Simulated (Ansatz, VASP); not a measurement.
**Hf2ZrC3 in VASP and in Ansatz**

INCAR

```
  PREC = Accurate
  ENCUT = 600
  EDIFF = 1E-7
  ISMEAR = 0
  SIGMA = 0.1
  LREAL = False
  LASPH = True
  NELM = 80
  ALGO = Normal
  ISIF = 3
  LWAVE = False
  LCHARG = False
  GGA = PE
  IBRION = 2
  NSW = 90
  EDIFFG = -0.04
```

KPOINTS

```
regular mesh
0
Gamma
  6 6 4
```

The input POSCAR:

```
Hf2ZrC3
1.0
    4.4149523000      0.0000000000      0.0000000000
   -2.2074761500      3.8234608500      0.0000000000
    0.0000000000      0.0000000000      6.1358671300
Zr Hf C
1 2 3
Direct
    0.3333333300      0.6666666700      0.5000000000
    0.0000000000      0.0000000000      0.0000000000
    0.0000000000      0.0000000000      0.5000000000
    0.3333333300      0.6666666700      0.8041827900
    0.3333333300      0.6666666700      0.1958172100
    0.6666666700      0.3333333300      0.5000000000
```

Input for Ansatz:

```yaml
crystal:
  lattice:
    - [4.4149523, 0.0, 0.0]
    - [-2.20747615, 3.82346085, 0.0]
    - [0.0, 0.0, 6.13586713]
  atoms:
    - { symbol: Zr, position: [0.33333333, 0.66666667, 0.5] }
    - { symbol: Hf, position: [0.0, 0.0, 0.0] }
    - { symbol: Hf, position: [0.0, 0.0, 0.5] }
    - { symbol: C, position: [0.33333333, 0.66666667, 0.80418279] }
    - { symbol: C, position: [0.33333333, 0.66666667, 0.19581721] }
    - { symbol: C, position: [0.66666667, 0.33333333, 0.5] }
basis:
  ecutwfc: 420
kpoints:
  mp_grid: { grid: [6, 6, 4] }
hamiltonian:
  xc: pbe
scf:
  occupations: { method: gaussian, width: 0.1 }
  lower_state_search: "off"
output:
  forces: true
  stress: true
  eigenvalues: true
relax:
  adjacent_minimum: "off"
  f_tol: 0.04
  max_steps: 70
  cell: { stress_tol: 0.4 }
```

Alike in both runs: task relaxation of cell and atoms; functional PBE; k mesh 6 × 6 × 4; occupations gaussian, width 0.1 eV; no spin polarisation.

|  | VASP | Ansatz |
| --- | --- | --- |
| version | VASP 6.6.1 | Ansatz 0.2.0 |
| potentials or method | VASP PAW PBE potentials, release 64 (Zr_sv, Hf_pv, C), cutoff 600 eV | scalar-relativistic, plane waves, PAW |
| valence electrons in the cell | 44 | 76 |

Ansatz gave:

```
gap on the k mesh at the Fermi level, each at its own relaxed structure (eV) : none
relaxed volume (Å³/atom)                                                     : 15.67
relaxed cell length with the largest relative difference (Å)                 : 4.293
```

Q: What did VASP give for the same quantities?

A: gap on the k mesh at the Fermi level, each at its own relaxed structure (eV): none; relaxed volume (Å³/atom): 15.59; relaxed cell length with the largest relative difference (Å): 4.284.

A gap of «none» marks a metal or a gap that the smearing closes. VASP's potentials hold 44 valence electrons a cell and Ansatz's 76, so a difference there can come from the potentials and not from the codes.

Neither program's run includes spin-orbit coupling.
